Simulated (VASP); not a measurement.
# Rh (Pm-3m) in VASP: notebook

Rh is run at these levels: PBE; tasks: single point.

All numbers are computed with VASP 6.6.1; they aren't measurements. Logs are shortened: lines on timing, memory, paths and dates and some standing lists are left out, and cuts for length are marked.

### 1 The cell of the first run

The structure is cubic, space group Pm-3m (No. 221). The conventional cell has a = 2.537 Å, b = 2.537 Å, c = 2.537 Å, α = 90.00°, β = 90.00°, γ = 90.00°. Rh (site symmetry m-3m) has 6 Rh at 2.54 Å within 3.3 Å.

### 2 Single point, PBE

INCAR

```
  PREC = Accurate
  ENCUT = 520
  EDIFF = 1E-7
  ISMEAR = -1
  SIGMA = 0.1
  LREAL = False
  LASPH = True
  NELM = 60
  ALGO = Normal
  ISIF = 2
  LWAVE = False
  LCHARG = False
  GGA = PE
  NBANDS = 14
```

KPOINTS

```
regular mesh
0
Gamma
  6 6 6
```

POSCAR

```
Rh
1.0
    2.5373057994      0.0000000000      0.0000000000
    0.0000000000      2.5373057994      0.0000000000
    0.0000000000      0.0000000000      2.5373057994
Rh
1
Direct
    0.0000000000      0.0000000000      0.0000000000
```

Potentials or basis: VASP PAW PBE potentials, release 64 (Rh_pv).

Command:

```sh
cat potpaw_PBE.64/Rh_pv/POTCAR > POTCAR
mpirun -np 1 vasp_std > vasp.out
```

OUTCAR:

```text
PREC = Accurate
   ENCUT = 520
   EDIFF = 1E-7
   ISMEAR = -1
   LREAL = False
   LASPH = True
   NELM = 60
   ISIF = 2
   GGA = PE

 ion  position               nearest neighbor table
   1  0.000  0.000  0.000-

  LATTYP: Found a simple cubic cell.
 ALAT       =     2.5373057994

  Lattice vectors:

 A1 = (   2.5373057994,   0.0000000000,   0.0000000000)
 A2 = (   0.0000000000,   2.5373057994,   0.0000000000)
 A3 = (   0.0000000000,   0.0000000000,   2.5373057994)

Analysis of symmetry for initial positions (statically):
=====================================================================
 Subroutine PRICEL returns:
 Original cell was already a primitive cell.

 Routine SETGRP: Setting up the symmetry group for a
 simple cubic supercell.

 Subroutine GETGRP returns: Found 48 space group operations
[... 9 lines left out ...]

 Routine SETGRP: Setting up the symmetry group for a
 simple cubic supercell.

 Subroutine GETGRP returns: Found 48 space group operations
 (whereof 48 operations were pure point group operations)
 out of a pool of 48 trial point group operations.

The dynamic configuration has the point symmetry O_h .

 Subroutine INISYM returns: Found 48 space group operations
 (whereof 48 operations are pure point group operations),
 and found     1 'primitive' translations

----------------------------------------------------------------------------------------

                                     Primitive cell

  volume of cell :      16.3350

  direct lattice vectors                    reciprocal lattice vectors
     2.537305799  0.000000000  0.000000000     0.394118833  0.000000000  0.000000000
     0.000000000  2.537305799  0.000000000     0.000000000  0.394118833  0.000000000
     0.000000000  0.000000000  2.537305799     0.000000000  0.000000000  0.394118833

  length of vectors
     2.537305799  2.537305799  2.537305799     0.394118833  0.394118833  0.394118833

  position of ions in fractional coordinates (direct lattice)
     0.000000000  0.000000000  0.000000000

  ion indices of the primitive-cell ions
   primitive index   ion index
                 1           1

----------------------------------------------------------------------------------------

 KPOINTS: regular mesh

Automatic generation of k-mesh.
 Grid dimensions read from file:
 generate k-points for:    6    6    6

 Generating k-lattice:

  Cartesian coordinates                     Fractional coordinates (reciprocal lattice)
     0.065686472  0.000000000  0.000000000     0.166666667  0.000000000  0.000000000
     0.000000000  0.065686472  0.000000000     0.000000000  0.166666667  0.000000000
     0.000000000  0.000000000  0.065686472     0.000000000  0.000000000  0.166666667

  Length of vectors
     0.065686472  0.065686472  0.065686472

  Shift w.r.t. Gamma in fractional coordinates (k-lattice)
     0.000000000  0.000000000  0.000000000

 Subroutine IBZKPT returns following result:
 ===========================================

 Found     20 irreducible k-points:

 Following reciprocal coordinates:
            Coordinates               Weight
  0.000000  0.000000  0.000000      1.000000
  0.166667  0.000000  0.000000      6.000000
  0.333333  0.000000  0.000000      6.000000
  0.500000  0.000000  0.000000      3.000000
  0.166667  0.166667  0.000000     12.000000
  0.333333  0.166667  0.000000     24.000000
[... 12 lines left out ...]
  0.500000  0.500000  0.333333      6.000000
  0.500000  0.500000  0.500000      1.000000
   k-points           NKPTS =     20   k-points in BZ     NKDIM =     20   number of bands    NBANDS=     14
   number of dos      NEDOS =    301   number of ions     NIONS =      1
   total plane-waves  NPLWV =   8000
   dimension x,y,z NGX =    20 NGY =   20 NGZ =   20
   dimension x,y,z NGXF=    40 NGYF=   40 NGZF=   40
   ions per type =               1
   NGX,Y,Z   is equivalent  to a cutoff of  13.10, 13.10, 13.10 a.u.
   NGXF,Y,Z  is equivalent  to a cutoff of  26.21, 26.21, 26.21 a.u.
 SYSTEM =  unknown system
   PREC   = accura    normal or accurate (medium, high low for compatibility)
   ISTART =      0    job   : 0-new  1-cont  2-samecut
   ICHARG =      2    charge: 1-file 2-atom 10-const
   ISPIN  =      1    spin polarized calculation?
   LNONCOLLINEAR =      F non collinear calculations
   LSORBIT =      F    spin-orbit coupling
   LASPH  =      T    aspherical Exc in radial PAW
   ENCUT  =  520.0 eV  38.22 Ry    6.18 a.u.   4.72  4.72  4.72*2*pi/ulx,y,z
   NELM   =     60;   NELMIN=  2; NELMDL= -5     # of ELM steps
   EDIFF  = 0.1E-06   stopping-criterion for ELM
   LREAL  =      F    real-space projection
   EDIFFG = 0.1E-05   stopping-criterion for IOM
   NSW    =      0    number of steps for IOM
   IBRION =     -1    ionic relax: 0-MD 1-quasi-New 2-CG
   NFREE  =      0    steps in history (QN), initial steepest desc. (CG)
   ISIF   =      2    stress and relaxation
   ISYM   =      2    0-nonsym 1-usesym 2-fastsym
   POTIM  = 0.5000    time-step for ionic-motion
   TEBEG  =    0.0;   TEEND  =   0.0 temperature during run
   PSTRESS=    0.0 pullay stress
   NELECT =      15.0000    total number of electrons
   NUPDOWN=      -1.0000    fix difference up-down
   EMIN   =  10.00;   EMAX   =-10.00  energy-range for DOS
   EFERMI =   0.00;   METHOD = LEGACY
   ISMEAR =    -1;   SIGMA  =   0.10  broadening in eV -4-tet -1-fermi 0-gaus
   EFERMI_NEDOS =   21; number of points for ismear=-14 and -15
   IALGO  =     38    algorithm
   IMIX   =      4    mixing-type and parameters
     AMIX     =   0.40;   BMIX     =  1.00
     AMIX_MAG =   1.60;   BMIX_MAG =  1.00
  volume/ion in A,a.u.               =      16.33       110.23
  Fermi-wavevector in a.u.,A,eV,Ry     =   1.591228  3.006985 34.450045  2.532007
  Thomas-Fermi vector in A             =   2.689801
   LORBIT       =      0    0 simple, 1 ext, 2 COOP (PROOUT), +10 PAW based schemes
   GGA     = PE    functional components
   LHFCALC =     F    Hartree Fock is set to
   AEXX    =    0.0000 exact exchange contribution
   IVDW    =     0    specifies the selected vdW correction
   LEPSILON=     F    determine dielectric tensor
   LRPA    =     F    only Hartree local field effects (RPA)
 non-spin polarized calculation
  energy-cutoff  :      520.00
  volume of cell :       16.33
 maximum number of plane-waves:       466
 NGX is ok and might be reduce to    20
   NGX =  9   NGY =  9   NGZ =  9

 number of electron      15.0000000 magnetization

 Free energy of the ion-electron system (eV)
  ---------------------------------------------------
  ext. energy  EPLUGINS =         0.00000000
  ---------------------------------------------------
  free energy    TOTEN  =        -6.36402273 eV

  energy without entropy =       -6.29675361  energy(sigma->0) =       -6.33038817

 E-fermi :   9.1088     XC(G=0): -12.7956

 val. band max:        9.0843535985   @ k =   0.5000   0.3333   0.0000
 cond. band min:       9.1668613181   @ k =   0.5000   0.0000   0.0000
 fundamental gap:      0.0825077197
 Fermi energy:         9.1088477250

 k-point     1 :       0.0000    0.0000    0.0000
  band No.  band energies     occupation
      1     -36.8405      2.00000
      2     -36.8405      2.00000
      3     -36.8405      2.00000
      4       2.4468      2.00000
      5       4.1092      2.00000
      6       4.1092      2.00000
      7       9.8998      0.00073
      8       9.8998      0.00073
      9       9.8998      0.00073
     10      25.9468      0.00000
     11      25.9468      0.00000
     12      25.9468      0.00000
     13      30.3869      0.00000
     14      33.1903      0.00000

 k-point     2 :       0.1667    0.0000    0.0000
  band No.  band energies     occupation
      1     -37.0187      2.00000
      2     -36.8256      2.00000
      3     -36.8256      2.00000
      4       3.1411      2.00000
      5       4.2554      2.00000
      6       4.8790      2.00000
      7       9.3032      0.25063
      8       9.3032      0.25063
      9       9.9489      0.00045
     10      22.2123      0.00000
     11      27.2487      0.00000
     12      27.2487      0.00000
     13      30.3917      0.00000
     14      30.7048      0.00000

 k-point     3 :       0.3333    0.0000    0.0000
  band No.  band energies     occupation
      1     -37.3655      2.00000
      2     -36.7956      2.00000
      3     -36.7956      2.00000
      4       4.3026      2.00000
      5       4.5635      2.00000
      6       7.2698      2.00000
      7       8.2736      1.99953
      8       8.2736      1.99953
      9      10.0484      0.00017
     10      17.6151      0.00000
     11      27.7901      0.00000
     12      30.1733      0.00000
     13      30.1733      0.00000
     14      30.3931      0.00000

 k-point     4 :       0.5000    0.0000    0.0000
  band No.  band energies     occupation
      1     -37.5346      2.00000
      2     -36.7805      2.00000
      3     -36.7805      2.00000
      4       4.7262      2.00000
      5       4.8748      2.00000
      6       7.8186      2.00000
      7       7.8186      2.00000
      8       9.1669      0.71780
      9      10.0989      0.00010
     10      15.3001      0.00000
     11      26.6758      0.00000
     12      30.3821      0.00000
     13      30.3935      0.00000
     14      32.3335      0.00000

 k-point     5 :       0.1667    0.1667    0.0000
  band No.  band energies     occupation
      1     -37.0076      2.00000
      2     -36.9965      2.00000
      3     -36.8108      2.00000
      4       3.7837      2.00000
      5       4.7935      2.00000
      6       5.2338      2.00000
      7       8.7256      1.95760
      8       9.2957      0.26748
      9       9.4444      0.06740
     10      23.0305      0.00000
     11      23.3568      0.00000
[... 208 lines left out ...]
 k-point    18 :       0.5000    0.3333    0.3333
  band No.  band energies     occupation
      1     -37.4103      2.00000
      2     -37.2353      2.00000
      3     -37.2260      2.00000
      4       4.8020      2.00000
      5       5.4212      2.00000
      6       5.9622      2.00000
      7       9.0071      1.46898
      8      10.1981      0.00004
      9      17.6310      0.00000
     10      17.6438      0.00000
     11      22.0125      0.00000
     12      25.1510      0.00000
     13      27.9351      0.00000
     14      29.0787      0.00000

 k-point    19 :       0.5000    0.5000    0.3333
  band No.  band energies     occupation
      1     -37.3899      2.00000
      2     -37.3899      2.00000
      3     -37.2120      2.00000
      4       4.4575      2.00000
      5       5.4042      2.00000
      6       5.4042      2.00000
      7       9.6003      0.01457
      8      11.5411      0.00000
      9      19.4763      0.00000
     10      19.4763      0.00000
     11      20.2098      0.00000
     12      21.9634      0.00000
     13      28.7095      0.00000
     14      29.7029      0.00000

 k-point    20 :       0.5000    0.5000    0.5000
  band No.  band energies     occupation
      1     -37.3699      2.00000
      2     -37.3699      2.00000
      3     -37.3699      2.00000
      4       4.7706      2.00000
      5       4.7706      2.00000
      6       4.7706      2.00000
      7      11.5745      0.00000
      8      11.5745      0.00000
      9      19.3574      0.00000
     10      21.1895      0.00000
     11      21.1895      0.00000
     12      21.1895      0.00000
     13      28.2102      0.00000
     14      28.2102      0.00000

------------------------ aborting loop because EDIFF is reached ----------------------------------------

  FORCE on cell =-STRESS in cart. coord.  units (eV):
  Direction    XX          YY          ZZ          XY          YZ          ZX
  --------------------------------------------------------------------------------------
  -------------------------------------------------------------------------------------
  Total        0.1540008      0.1540008      0.1540008     -0.0000000      0.0000000     -0.0000000
  in kB       15.1048031     15.1048031     15.1048031     -0.0000000      0.0000000     -0.0000000
  external PRESSURE =      15.1048031 kB  Pullay stress =       0.0000000 kB

 VOLUME and BASIS-vectors are now :
 -----------------------------------------------------------------------------
  energy-cutoff  :      520.00
  volume of cell :       16.33
      direct lattice vectors                 reciprocal lattice vectors
     2.537305799  0.000000000  0.000000000     0.394118833  0.000000000  0.000000000
     0.000000000  2.537305799  0.000000000     0.000000000  0.394118833  0.000000000
     0.000000000  0.000000000  2.537305799     0.000000000  0.000000000  0.394118833

 POSITION                                       TOTAL-FORCE (eV/Angst)
 -----------------------------------------------------------------------------------
      0.00000      0.00000      0.00000         0.000000      0.000000      0.000000
 -----------------------------------------------------------------------------------
    total drift:                               -0.000000      0.000000     -0.000000

  FREE ENERGIE OF THE ION-ELECTRON SYSTEM (eV)
  ---------------------------------------------------
  free  energy   TOTEN  =        -6.3640227316 eV

  energy  without entropy=       -6.2967536114  energy(sigma->0) =       -6.33038817
```

Wall time 5 s (1 thread of AMD EPYC 7R43 (Zen 3), shared host); peak memory 0.08 GiB.

What came out:

```
Free energy : -6.3640 eV
Pressure    : 1.5 GPa
```

Caveat: the k points lie up to 0.41 Å⁻¹ apart.

### 3 Single point, PBE, collinear spin, ferromagnetic start

INCAR

```
SYSTEM = Rh
PREC = Accurate ; ENCUT = 520
EDIFF = 1E-6 ; ISMEAR = -1
SIGMA = 0.05 ; LREAL = .False.
LASPH = .True. ; NELM = 150
ALGO = Normal ; ISIF = 2
LWAVE = .False. ; LCHARG = .False.
ISPIN = 2 ; MAGMOM = 1
LORBIT = 11 ; LMAXMIX = 4
GGA = PE ; NBANDS = 18
```

KPOINTS

```
Automatic mesh
0
Gamma
  13 13 13
  0 0 0
```

POSCAR

```
Rh
1.0
    2.5358275752      0.0000000000      0.0000000000
    0.0000000000      2.5358275752      0.0000000000
    0.0000000000      0.0000000000      2.5358275752
Rh
1
Direct
    0.0000000000      0.0000000000      0.0000000000
```

Potentials or basis: VASP PAW PBE potentials, release 64 (Rh_pv).

Command:

```sh
cat potpaw_PBE.64/Rh_pv/POTCAR > POTCAR
mpirun -np 1 vasp_std > vasp.out
```

It took 30 s on 1 thread of Intel Xeon Platinum 8259CL at 2.50GHz (Skylake/Cascade Lake), shared host; peak memory 0.15 GiB.

It converged, with:

| Property | Result |
| --- | --- |
| Free energy | -6.4722 eV |
| Pressure | 0.0 GPa |
| Net moment | 0.00 μB per cell |
| Valence electrons inside the program's atomic spheres | Rh 13.78 |

Levels at points of the mesh, in eV from the Fermi level:
Spin up:
```
           k point  band 6  band 7  band 8  band 9  band 10  band 11
(0.00, 0.00, 0.00)   -5.02    0.78    0.78    0.78    16.84    16.84
```
Spin down:
```tsv
k point	band 5	band 6	band 7	band 8	band 9	band 10	band 11	band 12
(0.00, 0.00, 0.00)	-5.02	-5.02	0.79	0.79	0.79	16.84	16.84	16.84
```

### 4 Single point, PBE, collinear spin, ferromagnetic start

INCAR

```
PREC = Accurate ; ENCUT = 520
EDIFF = 1E-7 ; ISMEAR = -1
SIGMA = 0.05 ; LREAL = F
LASPH = T ; NELM = 150
ALGO = Normal ; ISIF = 2
LWAVE = F ; LCHARG = T
ISPIN = 2 ; MAGMOM = 1
LORBIT = 11 ; LMAXMIX = 4
GGA = PE ; LELF = T
LVHAR = T ; NBANDS = 18
```

KPOINTS

```
regular mesh
0
Gamma
  14 14 14
```

POSCAR is that of step 3.

Command:

```sh
cat potpaw_PBE.64/Rh_pv/POTCAR > POTCAR
mpirun -np 1 vasp_std > vasp.out
```

Run time: 54 s. Hardware: 1 thread of Intel Xeon Platinum 8259CL at 2.50GHz (Skylake/Cascade Lake), shared host; peak memory 0.17 GiB.

Results (log left out):

```yaml
Free_energy: -6.4800 eV
Pressure: -0.1 GPa
Net_moment: 0.00 μB per cell
Valence_electrons_inside_the_program's_atomic_spheres: Rh 13.78
```

Levels at points of the mesh, in eV from the Fermi level:
Spin up:
```tsv
k point	band 3	band 4	band 5	band 6	band 7	band 8	band 9	band 10	band 11	band 12
(0.00, 0.00, 0.00)	-46.00	-6.73	-5.07	-5.07	0.75	0.75	0.75	16.80	16.80	16.80
(0.50, 0.00, 0.00)	-45.94	-4.45	-4.30	-1.34	-1.34	0.00	0.95	6.15	17.52	21.22
(0.50, 0.50, 0.00)	-45.88	-5.52	-3.62	-0.94	-0.94	2.29	5.63	5.63	13.21	13.50
(0.50, 0.50, 0.50)	-46.54	-4.40	-4.40	-4.40	2.42	2.42	10.19	12.04	12.04	12.04
```
Spin down:
| k point | band 3 | band 4 | band 5 | band 6 | band 7 | band 8 | band 9 | band 10 | band 11 | band 12 |
| --- | --- | --- | --- | --- | --- | --- | --- | --- | --- | --- |
| (0.00, 0.00, 0.00) | -46.00 | -6.73 | -5.07 | -5.07 | 0.75 | 0.75 | 0.75 | 16.80 | 16.80 | 16.80 |
| (0.50, 0.00, 0.00) | -45.94 | -4.45 | -4.30 | -1.34 | -1.34 | 0.00 | 0.95 | 6.15 | 17.52 | 21.22 |
| (0.50, 0.50, 0.00) | -45.88 | -5.52 | -3.62 | -0.94 | -0.94 | 2.29 | 5.63 | 5.63 | 13.21 | 13.50 |
| (0.50, 0.50, 0.50) | -46.54 | -4.40 | -4.40 | -4.40 | 2.42 | 2.42 | 10.19 | 12.04 | 12.04 | 12.04 |

### 5 Summary

```csv
spin,cell,k mesh,smearing,gap on the mesh (eV),pressure (GPa),moment (μB)
off,"a = 2.537 Å, 1 atom",6 × 6 × 6,fermi-dirac 0.1 eV,none,1.5,-
"collinear, ferromagnetic start","a = 2.536 Å, 1 atom",13 × 13 × 13,fermi-dirac 0.05 eV,none,0.0,0.00
"collinear, ferromagnetic start","a = 2.536 Å, 1 atom",14 × 14 × 14,fermi-dirac 0.05 eV,none,-0.1,0.00
```

Alike in all rows: task single point; level PBE; potentials or basis VASP PAW PBE potentials, release 64 (Rh_pv); cutoff (eV) 520.

Caveats: some runs use coarse meshes.

Total energies depend on the potentials used, so only differences within one code and one set of settings carry meaning.
